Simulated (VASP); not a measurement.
Input of a VASP 6.6.1 run:

Contents of INCAR:

```
PREC     = Accurate       # precision mode
ENCUT    = 500            # plane-wave cutoff, eV
EDIFF    = 1E-6           # SCF threshold, eV
ISMEAR   = 0              # smearing method
SIGMA    = 0.01           # smearing width, eV
LREAL    = False          # projectors in reciprocal space
LASPH    = True           # aspherical terms in the spheres
NELM     = 120            # most SCF steps
ALGO     = Normal         # electronic algorithm
ISIF     = 2              # what is computed and relaxed
LWAVE    = False          # write WAVECAR
LCHARG   = False          # write CHGCAR
GGA      = RP             # functional
NBANDS   = 21             # bands
GGA_COMPAT= False
```

Contents of KPOINTS:

```
regular mesh
0
Gamma
  4 4 4
```

Contents of POSCAR:

```
Ge
1.0
    0.0000000000      2.8289100000      2.8289100000
    2.8289100000      0.0000000000      2.8289100000
    2.8289100000      2.8289100000      0.0000000000
Ge
2
Direct
    0.0000000000      0.0000000000      0.0000000000
    0.2500000000      0.2500000000      0.2500000000
```

Potentials or basis: VASP PAW PBE potentials, release 64 (Ge_d).

Launch:

```bash
$ cat potpaw_PBE.64/Ge_d/POTCAR > POTCAR
$ mpirun -np 1 vasp_std > vasp.out
```

Task: Estimate the pressure.

Result: 5.3 GPa.

Task: Estimate the band gap on the k mesh.

Result: 0.16 eV, direct.

Caveat: the k points lie up to 0.48 Å⁻¹ apart; the PAW data sets were made with another functional, which shifts forces and pressure a little. A k mesh can miss the band edges.
